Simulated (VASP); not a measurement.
# Nb32H (a cell with a defect) in VASP: relaxation of the atoms with PBE

Aim: the relaxation of the atoms of Nb32H (a cell with a defect) with PBE.

All numbers are computed with VASP 6.6.1; they aren't measurements. Logs are shortened: lines on timing, memory, paths and dates and some standing lists are left out, and cuts for length are marked.

## (1) The cell of the first run

The cell holds a defect, 33 atoms: a = 9.358 Å, b = 9.358 Å, c = 9.358 Å, α = 60.00°, β = 60.00°, γ = 60.00°.

## (2) Relaxation of the atoms, PBE

The input, INCAR:

```
PREC = Accurate ; ENCUT = 520
EDIFF = 1E-6 ; ISMEAR = 1
SIGMA = 0.1 ; LREAL = Auto
LASPH = T ; NELM = 100
ALGO = Normal ; ISIF = 2
LWAVE = F ; LCHARG = F
GGA = PE ; IBRION = 2
NSW = 90 ; EDIFFG = -0.02
```

The input, KPOINTS:

```
Automatic mesh
0
Gamma
  1 1 1
```

The input, POSCAR:

```
Nb32H
1.0
    0.0000000000      6.6171497900      6.6171497900
    6.6171497900      0.0000000000      6.6171497900
    6.6171497900      6.6171497900      0.0000000000
Nb H
32 1
Direct
   -0.0009020000     -0.0016781400     -0.0011665800
    0.1240984100      0.1275270100      0.1260375700
    0.2508905000      0.2482176500      0.2501996500
    0.3750000000      0.3750000000      0.3750000000
    0.0010816000     -0.0001429900      0.4965377700
    0.1239410300      0.1274742500      0.6260834600
    0.2500000000      0.2500000000      0.7500000000
    0.3746199700      0.3749823600      0.8787302300
    0.0001485100      0.4985638400     -0.0010987900
    0.1235126400      0.6254493500      0.1288947800
    0.2500000000      0.7500000000      0.2500000000
    0.3753118000      0.8773197000      0.3752358100
    0.0000000000      0.5000000000      0.5000000000
    0.1250000000      0.6250000000      0.6250000000
    0.2517067000      0.7490876900      0.7487156100
    0.3749041200      0.8761844200      0.8758973600
    0.5031718700     -0.0017403400     -0.0010983600
    0.6245780900      0.1251028900      0.1247931600
    0.7513948300      0.2474733800      0.2487889700
    0.8741288000      0.3753456300      0.3763905600
    0.5021100600     -0.0009878700      0.4975164500
    0.6238158600      0.1259935000      0.6250668100
    0.7514031300      0.2468252500      0.7506104000
    0.8719607700      0.3740871700      0.8783954300
    0.5013522200      0.4991971900     -0.0008638900
    0.6217179000      0.6256028700      0.1285862500
    0.7513001800      0.7509171500      0.2460674400
    0.8711267600      0.8780186600      0.3754870800
    0.5000000000      0.5000000000      0.5000000000
    0.6228272700      0.6259897900      0.6276344600
    0.7509021700      0.7480370900      0.7482320900
    0.8732339400      0.8772948200      0.8769063200
    0.1875000000      0.4375000000      0.5625000000
```

Potentials or basis: VASP PAW PBE potentials, release 64 (Nb_sv, H).

Command:

```
cat potpaw_PBE.64/Nb_sv/POTCAR potpaw_PBE.64/H/POTCAR > POTCAR
mpirun -np 1 vasp_gam > vasp.out
```

OUTCAR:

```text
PREC = Accurate
   ENCUT = 520
   EDIFF = 1E-6
   ISMEAR = 1
   LREAL = Auto
   LASPH = T
   NELM = 100
   ISIF = 2
   GGA = PE
   IBRION = 2
   NSW = 90
   EDIFFG = -0.02

 ion  position               nearest neighbor table
   1  0.999  0.998  0.999-  32 2.82   6 2.85  10 2.85  18 2.86  24 2.87  16 2.87  28 2.88   2 2.91

   2  0.124  0.128  0.126-   5 2.83   9 2.84   3 2.84  19 2.85   7 2.87  11 2.88  17 2.90   1 2.91

   3  0.251  0.248  0.250-  12 2.83   8 2.84   2 2.84  18 2.86   4 2.87   6 2.87  20 2.88  10 2.88

   4  0.375  0.375  0.375-  33 1.85  11 2.87  13 2.87  29 2.87   7 2.87   3 2.87  25 2.87  21 2.87
                            19 2.88
   5  0.001  1.000  0.497-   2 2.83  28 2.85  12 2.86  14 2.86  20 2.87  22 2.88   6 2.90  32 2.91

   6  0.124  0.127  0.626-   7 2.85  13 2.85  23 2.85   1 2.85   3 2.87  21 2.89  15 2.89   5 2.90
[... 47 lines left out ...]
  30  0.623  0.626  0.628-  31 2.83  15 2.84  25 2.84  21 2.85  29 2.88  13 2.88  23 2.90  27 2.92

  31  0.751  0.748  0.748-  30 2.83  28 2.85  24 2.86  14 2.86  16 2.87  22 2.89  32 2.91  26 2.91

  32  0.873  0.877  0.877-   1 2.82  27 2.82  23 2.82  17 2.83  15 2.89   9 2.89  31 2.91   5 2.91

  33  0.188  0.438  0.562-   4 1.85   7 1.85  13 1.85  14 1.85

  LATTYP: Found a face centered cubic cell.
 ALAT       =    13.2342995800

  Lattice vectors:

 A1 = (   0.0000000000,   6.6171497900,   6.6171497900)
 A2 = (   6.6171497900,   0.0000000000,   6.6171497900)
 A3 = (   6.6171497900,   6.6171497900,   0.0000000000)

Analysis of symmetry for initial positions (statically):
=====================================================================
 Subroutine PRICEL returns:
 Original cell was already a primitive cell.

 Routine SETGRP: Setting up the symmetry group for a
 face centered cubic supercell.

 Subroutine GETGRP returns: Found  1 space group operations
 (whereof  1 operations were pure point group operations)
 out of a pool of 48 trial point group operations.

The static configuration has the point symmetry C_1 .

Analysis of symmetry for dynamics (positions and initial velocities):
=====================================================================
 Subroutine PRICEL returns:
 Original cell was already a primitive cell.

 Routine SETGRP: Setting up the symmetry group for a
 face centered cubic supercell.

 Subroutine GETGRP returns: Found  1 space group operations
 (whereof  1 operations were pure point group operations)
 out of a pool of 48 trial point group operations.

The dynamic configuration has the point symmetry C_1 .

 Subroutine INISYM returns: Found  1 space group operations
 (whereof  1 operations are pure point group operations),
 and found     1 'primitive' translations

----------------------------------------------------------------------------------------

                                     Primitive cell

  volume of cell :     579.4859

  direct lattice vectors                    reciprocal lattice vectors
     0.000000000  6.617149790  6.617149790    -0.075561233  0.075561233  0.075561233
     6.617149790  0.000000000  6.617149790     0.075561233 -0.075561233  0.075561233
     6.617149790  6.617149790  0.000000000     0.075561233  0.075561233 -0.075561233

  length of vectors
     9.358062977  9.358062977  9.358062977     0.130875895  0.130875895  0.130875895

  position of ions in fractional coordinates (direct lattice)
     0.999098000  0.998321860  0.998833420
     0.124098410  0.127527010  0.126037570
     0.250890500  0.248217650  0.250199650
     0.375000000  0.375000000  0.375000000
     0.001081600  0.999857010  0.496537770
     0.123941030  0.127474250  0.626083460
[... 25 lines left out ...]
     0.873233940  0.877294820  0.876906320
     0.187500000  0.437500000  0.562500000

  ion indices of the primitive-cell ions
   primitive index   ion index
                 1           1
                 2           2
                 3           3
                 4           4
                 5           5
                 6           6
[... 25 lines left out ...]
                32          32
                33          33

----------------------------------------------------------------------------------------

 KPOINTS: Automatic mesh

Automatic generation of k-mesh.
 Grid dimensions read from file:
 generate k-points for:    1    1    1

 Generating k-lattice:

  Cartesian coordinates                     Fractional coordinates (reciprocal lattice)
    -0.075561233  0.075561233  0.075561233     1.000000000  0.000000000  0.000000000
     0.075561233 -0.075561233  0.075561233     0.000000000  1.000000000  0.000000000
     0.075561233  0.075561233 -0.075561233     0.000000000  0.000000000  1.000000000

  Length of vectors
     0.130875895  0.130875895  0.130875895

  Shift w.r.t. Gamma in fractional coordinates (k-lattice)
     0.000000000  0.000000000  0.000000000

 Subroutine IBZKPT returns following result:
 ===========================================

 Found      1 irreducible k-points:

 Following reciprocal coordinates:
            Coordinates               Weight
  0.000000  0.000000  0.000000      1.000000
   k-points           NKPTS =      1   k-points in BZ     NKDIM =      1   number of bands    NBANDS=    250
   number of dos      NEDOS =    301   number of ions     NIONS =     33
   total plane-waves  NPLWV = 343000
   dimension x,y,z NGX =    70 NGY =   70 NGZ =   70
   dimension x,y,z NGXF=   140 NGYF=  140 NGZF=  140
   ions per type =              32   1
   NGX,Y,Z   is equivalent  to a cutoff of  12.44, 12.44, 12.44 a.u.
   NGXF,Y,Z  is equivalent  to a cutoff of  24.87, 24.87, 24.87 a.u.
 SYSTEM =  unknown system
   PREC   = accura    normal or accurate (medium, high low for compatibility)
   ISTART =      0    job   : 0-new  1-cont  2-samecut
   ICHARG =      2    charge: 1-file 2-atom 10-const
   ISPIN  =      1    spin polarized calculation?
   LNONCOLLINEAR =      F non collinear calculations
   LSORBIT =      F    spin-orbit coupling
   LASPH  =      T    aspherical Exc in radial PAW
   ENCUT  =  520.0 eV  38.22 Ry    6.18 a.u.  17.40 17.40 17.40*2*pi/ulx,y,z
   NELM   =    100;   NELMIN=  2; NELMDL= -5     # of ELM steps
   EDIFF  = 0.1E-05   stopping-criterion for ELM
   LREAL  =      T    real-space projection
   EDIFFG = -.2E-01   stopping-criterion for IOM
   NSW    =     90    number of steps for IOM
   IBRION =      2    ionic relax: 0-MD 1-quasi-New 2-CG
   NFREE  =      1    steps in history (QN), initial steepest desc. (CG)
   ISIF   =      2    stress and relaxation
   ISYM   =      2    0-nonsym 1-usesym 2-fastsym
   POTIM  = 0.5000    time-step for ionic-motion
   TEBEG  =    0.0;   TEEND  =   0.0 temperature during run
   PSTRESS=    0.0 pullay stress
   NELECT =     417.0000    total number of electrons
   NUPDOWN=      -1.0000    fix difference up-down
   EMIN   =  10.00;   EMAX   =-10.00  energy-range for DOS
   EFERMI =   0.00;   METHOD = LEGACY
   ISMEAR =     1;   SIGMA  =   0.10  broadening in eV -4-tet -1-fermi 0-gaus
   EFERMI_NEDOS =   21; number of points for ismear=-14 and -15
   IALGO  =     38    algorithm
   IMIX   =      4    mixing-type and parameters
     AMIX     =   0.40;   BMIX     =  1.00
     AMIX_MAG =   1.60;   BMIX_MAG =  1.00
  volume/ion in A,a.u.               =      17.56       118.50
  Fermi-wavevector in a.u.,A,eV,Ry     =   1.467031  2.772286 29.282176  2.152179
  Thomas-Fermi vector in A             =   2.582697
   LORBIT       =      0    0 simple, 1 ext, 2 COOP (PROOUT), +10 PAW based schemes
   GGA     = PE    functional components
   LHFCALC =     F    Hartree Fock is set to
   AEXX    =    0.0000 exact exchange contribution
   IVDW    =     0    specifies the selected vdW correction
   LEPSILON=     F    determine dielectric tensor
   LRPA    =     F    only Hartree local field effects (RPA)
 conjugate gradient relaxation of ions
 non-spin polarized calculation
 Methfessel and Paxton  Order N= 1 SIGMA  =   0.10
  energy-cutoff  :      520.00
  volume of cell :      579.49
 maximum number of plane-waves:      7797
 NGX is ok and might be reduce to    70
   NGX = 35   NGY = 35   NGZ = 35

--------------------------------------- Ionic step        1  -------------------------------------------

 number of electron     416.9999998 magnetization

 Free energy of the ion-electron system (eV)
  ---------------------------------------------------
  ext. energy  EPLUGINS =         0.00000000
  ---------------------------------------------------
  free energy    TOTEN  =      -345.96629856 eV

  energy without entropy =     -346.13227982  energy(sigma->0) =     -346.02162565

------------------------ aborting loop because EDIFF is reached ----------------------------------------

  FORCE on cell =-STRESS in cart. coord.  units (eV):
  Direction    XX          YY          ZZ          XY          YZ          ZX
  --------------------------------------------------------------------------------------
  -------------------------------------------------------------------------------------
  Total      -19.4223836    -16.6421211    -17.2816046     -0.0574806     -0.0128958      0.1136545
  in kB      -53.6994968    -46.0125570    -47.7806169     -0.1589239     -0.0356545      0.3142348
  external PRESSURE =     -49.1642236 kB  Pullay stress =       0.0000000 kB
[... 182 lines left out ...]
  FREE ENERGIE OF THE ION-ELECTRON SYSTEM (eV)
  ---------------------------------------------------
  free  energy   TOTEN  =      -346.1848100486 eV

  energy  without entropy=     -346.3505413988  energy(sigma->0) =     -346.24005383

[... ionic steps 4 to 14 ...]

--------------------------------------- Ionic step       15  -------------------------------------------

 number of electron     417.0000002 magnetization

------------------------ aborting loop because EDIFF is reached ----------------------------------------

  FORCE on cell =-STRESS in cart. coord.  units (eV):
  Direction    XX          YY          ZZ          XY          YZ          ZX
  --------------------------------------------------------------------------------------
  -------------------------------------------------------------------------------------
  Total      -20.6973023    -16.3903113    -16.7213105     -0.0127651      0.0261277      0.1387496
  in kB      -57.2244244    -45.3163469    -46.2315017     -0.0352934      0.0722385      0.3836183
  external PRESSURE =     -49.5907576 kB  Pullay stress =       0.0000000 kB
[... 119 lines left out ...]
  energy  without entropy=     -346.3302897913  energy(sigma->0) =     -346.25178588

--------------------------------------- Ionic step       17  -------------------------------------------

 number of electron     417.0000002 magnetization

 Free energy of the ion-electron system (eV)
  ---------------------------------------------------
  ext. energy  EPLUGINS =         0.00000000
  ---------------------------------------------------
  free energy    TOTEN  =      -346.21255171 eV

  energy without entropy =     -346.33575897  energy(sigma->0) =     -346.25362080

 E-fermi :  10.1915     XC(G=0): -12.4958

 val. band max:       10.0948770687   @ k =   0.0000   0.0000   0.0000
 cond. band min:      10.2366396029   @ k =   0.0000   0.0000   0.0000
 fundamental gap:      0.1417625343
 Fermi energy:        10.1915241904

 k-point     1 :       0.0000    0.0000    0.0000
  band No.  band energies     occupation
      1     -43.3405      2.00000
      2     -43.2467      2.00000
      3     -43.2181      2.00000
      4     -43.2076      2.00000
      5     -43.1936      2.00000
      6     -43.1666      2.00000
[... 212 lines left out ...]
    219      12.0389     -0.00000
    220      12.0475     -0.00000
 [bands above 220 left out]

------------------------ aborting loop because EDIFF is reached ----------------------------------------

  FORCE on cell =-STRESS in cart. coord.  units (eV):
  Direction    XX          YY          ZZ          XY          YZ          ZX
  --------------------------------------------------------------------------------------
  -------------------------------------------------------------------------------------
  Total      -20.6689034    -16.3954149    -16.7848879     -0.0111102      0.0294473      0.1377590
  in kB      -57.1459063    -45.3304575    -46.4072820     -0.0307179      0.0814167      0.3808795
  external PRESSURE =     -49.6278819 kB  Pullay stress =       0.0000000 kB
[... 48 lines left out ...]
  FREE ENERGIE OF THE ION-ELECTRON SYSTEM (eV)
  ---------------------------------------------------
  free  energy   TOTEN  =      -346.2125517103 eV

  energy  without entropy=     -346.3357589659  energy(sigma->0) =     -346.25362080

 reached required accuracy - stopping structural energy minimisation
```

Run time: 72 min. Hardware: 1 thread of Intel Xeon Platinum 8259CL at 2.50GHz (Skylake/Cascade Lake), shared host; peak memory 0.8 GiB.

Results:

```
Free energy                  : -346.2126 eV
Energy gained by relaxing    : 7.5 meV/atom
Ionic steps                  : 17
Pressure after relaxing      : -5.0 GPa
Largest force after relaxing : 0.020 eV/Å
Band gap on the k mesh       : zero (an odd number of electrons rules out a gap without spin polarisation)
```

Forces in eV/Å, atoms in the order of the input:
```
Nb   0.004  0.006  0.003
Nb  -0.005 -0.003  0.002
Nb   0.001 -0.002  0.007
Nb  -0.004 -0.001  0.001
Nb   0.003  0.002  0.000
Nb  -0.002 -0.003  0.000
Nb   0.004 -0.002  0.001
Nb  -0.007 -0.002  0.002
Nb   0.006  0.006  0.001
Nb  -0.004 -0.005  0.000
Nb   0.014  0.012 -0.008
Nb  -0.007  0.003  0.003
Nb   0.010 -0.002  0.004
Nb  -0.016 -0.006  0.004
Nb   0.004  0.001 -0.003
Nb  -0.002  0.000 -0.001
Nb   0.000 -0.005 -0.005
Nb   0.009  0.004 -0.002
Nb   0.001 -0.007 -0.006
Nb   0.000  0.003  0.002
Nb   0.002 -0.005  0.006
Nb   0.001  0.003  0.000
Nb   0.000 -0.005  0.002
Nb  -0.001 -0.004  0.000
Nb   0.002  0.003 -0.006
Nb  -0.008  0.000  0.002
Nb   0.005  0.007 -0.005
Nb  -0.005  0.005  0.001
Nb   0.011 -0.012 -0.005
Nb  -0.004  0.002 -0.002
Nb   0.005  0.001 -0.002
Nb  -0.012  0.001  0.002
H   -0.004  0.002  0.002
```

The path:
```csv
step,energy change (eV),largest force (eV/Å),pressure (GPa)
1,0.0000,1.5433,-4.92
2,-0.2173,0.3742,-4.97
3,-0.2185,0.3318,-4.98
4,-0.2356,0.1994,-4.98
5,-0.2357,0.1564,-4.96
6,-0.2421,0.1171,-4.95
7,-0.2422,0.1271,-4.95
8,-0.2448,0.0728,-4.97
9,-0.2448,0.0753,-4.97
10,-0.2454,0.0873,-4.96
11,-0.2456,0.0486,-4.96
12,-0.2460,0.0365,-4.97
13,-0.2460,0.0326,-4.96
14,-0.2462,0.0227,-4.96
15,-0.2462,0.0220,-4.96
16,-0.2462,0.0297,-4.97
17,-0.2463,0.0200,-4.96
```

Final structure:
```
Nb H
1.0
     0.00000    6.61715    6.61715
     6.61715    0.00000    6.61715
     6.61715    6.61715    0.00000
Nb H
32 1
Direct
  0.99963 0.99824 0.99882
  0.12216 0.12742 0.12637
  0.25247 0.24734 0.24896
  0.37868 0.37528 0.37153
  0.00214 0.99943 0.49683
  0.12484 0.12597 0.62544
  0.25218 0.24139 0.75581
  0.37516 0.37438 0.87829
  0.00183 0.49851 0.99904
  0.12391 0.62585 0.12850
  0.25241 0.75136 0.24396
  0.37472 0.87833 0.37540
  0.99387 0.49856 0.49819
  0.11892 0.63243 0.63113
  0.25293 0.74815 0.74798
  0.37318 0.87602 0.87598
  0.50367 0.99846 0.99867
  0.62516 0.12545 0.12464
  0.75074 0.24827 0.25006
  0.87374 0.37536 0.37669
  0.50158 0.99870 0.49766
  0.62224 0.12745 0.62606
  0.75112 0.24671 0.75052
  0.87160 0.37507 0.87882
  0.50037 0.49918 0.99915
  0.62194 0.62589 0.12830
  0.75162 0.75079 0.24603
  0.87185 0.87758 0.37510
  0.50519 0.49727 0.49848
  0.62345 0.62591 0.62767
  0.75029 0.74955 0.74823
  0.87233 0.87712 0.87702
  0.18593 0.44021 0.56376
```

Levels at points of the mesh, in eV from the Fermi level:
| k point | band 206 | band 207 | band 208 | band 209 | band 210 | band 211 |
| --- | --- | --- | --- | --- | --- | --- |
| (0.00, 0.00, 0.00) | -0.12 | -0.11 | -0.10 | 0.05 | 1.24 | 1.26 |

Caveat: the k points lie up to 0.82 Å⁻¹ apart, too coarse for converged energies and pressures of a metal.

The gap in the log of VASP goes by the Fermi energy; the results here count the filled bands.